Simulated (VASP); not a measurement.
A run of VASP 6.6.1:

File INCAR:

```
SYSTEM = Ga2Te2O
ALGO = Normal
EDIFF = 1E-6
ENCUT = 520
GGA = PE
ISIF = 2
ISMEAR = 0
LASPH = .TRUE.
LCHARG = .TRUE.
LELF = .TRUE.
LREAL = .FALSE.
LVHAR = .TRUE.
LWAVE = .FALSE.
NBANDS = 30
NELM = 80
PREC = Accurate
SIGMA = 0.1
```

KPOINTS

```
k-points
0
G
  12 12 6
  0 0 0
```

POSCAR

```
Ga2Te2O
1.0
    4.7849189221      0.0000000000      0.0000000000
   -2.3924594610      4.1438613416      0.0000000000
    0.0000000000      0.0000000000      7.3642499680
Ga Te O
2 2 1
Direct
    0.3333333333      0.6666666667      0.5000000000
    0.6666666667      0.3333333333      0.5000000000
    0.0000000000      0.0000000000      0.2759406038
    0.0000000000      0.0000000000      0.7240593962
    0.0000000000      0.0000000000      0.0000000000
```

Potentials or basis: VASP PAW PBE potentials, release 64 (Ga_d, Te, O).

Run with:

```sh
$ cat potpaw_PBE.64/Ga_d/POTCAR potpaw_PBE.64/Te/POTCAR potpaw_PBE.64/O/POTCAR > POTCAR
$ mpirun -np 1 vasp_std > vasp.out
```

Hardware: 1 thread of Oxide Virtual Turin-like Processor, with other jobs on the host.

Estimate the wall time of this run.

It took 11 min on 1 thread of Oxide Virtual Turin-like Processor, on a shared host, peak memory 0.44 GiB. Counts: scf iterations 16, k points 76.
